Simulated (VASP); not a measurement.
Wanted: the native input for a VASP 6.6.1 run.

```
Task                   : single point
Functional             : PBEsol
Potentials or basis    : VASP PAW PBE potentials, release 64 (Os)
Cutoff                 : 520 eV
k mesh                 : 20 × 20 × 12
Occupations            : fermi-dirac, width 0.05 eV
Spin                   : no spin polarisation
Dipole correction      : no
Further INCAR settings : ALGO = Normal; EDIFF = 1e-06; NBANDS = 15
```

The structure of Os lies in POSCAR:

```
Os
1.0
    2.7082963787      0.0000000000      0.0000000000
   -1.3541481893      2.3454534649      0.0000000000
    0.0000000000      0.0000000000      4.2783851319
Os
2
Direct
    0.3333333333      0.6666666667      0.2500000000
    0.6666666667      0.3333333333      0.7500000000
```

These files were run (other wordings do the same):

INCAR

```
SYSTEM = Os
PREC = Accurate ; ENCUT = 520
EDIFF = 1E-6 ; ISMEAR = -1
SIGMA = 0.05 ; LREAL = .False.
LASPH = .True. ; NELM = 60
ALGO = Normal ; ISIF = 2
LWAVE = .False. ; LCHARG = .False.
GGA = PS ; NBANDS = 15
```

KPOINTS

```
Automatic mesh
0
Gamma
  20 20 12
  0 0 0
```

Potentials or basis: VASP PAW PBE potentials, release 64 (Os).

Run with:

```console
$ cat potpaw_PBE.64/Os/POTCAR > POTCAR
$ mpirun -np 1 vasp_std > vasp.out
```

Results of the run:

* Pressure: 10.8 GPa
* Band gap on the k mesh: zero (bands 8 and 9 overlap by 4.15 eV)

Caveat: the cell stands under pressure; the PAW data sets were made with another functional, which shifts forces and pressure a little; spin-orbit coupling is left out, which moves the levels of the heavy elements.

Wall time 120 s on 1 thread of Intel(R) Xeon(R) Platinum 8375C CPU @ 2.90GHz (Ice Lake), with other jobs on the host, peak memory 0.22 GiB.
